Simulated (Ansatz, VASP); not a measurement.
Two plane-wave programs on Al2Cu

```
Al Cu
1.0
    -3.11148    3.11148    2.30960
     3.11148   -3.11148    2.30960
     3.11148    3.11148   -2.30960
Al Cu
4 2
Direct
  0.15872 0.65872 0.81744
  0.65872 0.84128 0.50000
  0.84128 0.34128 0.18256
  0.34128 0.15872 0.50000
  0.75000 0.75000 0.00000
  0.25000 0.25000 0.00000
```

Alike in both runs: task single point; functional PBE; k mesh 14 × 14 × 14; occupations gaussian, width 0.15 eV; no spin polarisation.

|  | VASP | Ansatz |
| --- | --- | --- |
| version | VASP 6.6.1 | Ansatz 0.2.0 |
| potentials or method | VASP PAW PBE potentials, release 64 (Al, Cu), cutoff 520 eV | scalar-relativistic, plane waves, PAW |
| valence electrons in the cell | 34 | 50 |

```csv
,VASP,Ansatz,Ansatz less VASP
gap on the k mesh at the Fermi level (eV),none,none,-
pressure (GPa),0.7,0.6,-0.11
"traceless stress, the component that is largest in VASP (GPa)",7.89,7.91,+0.018
rms of the force components (eV/Å),0.089,0.087,-0.0019
```

Atom by atom the forces differ by 0.002 eV/Å (rms over components). A gap of «none» marks a metal or a gap that the smearing closes. VASP's potentials hold 34 valence electrons a cell and Ansatz's 50, so a difference there can come from the potentials and not from the codes.
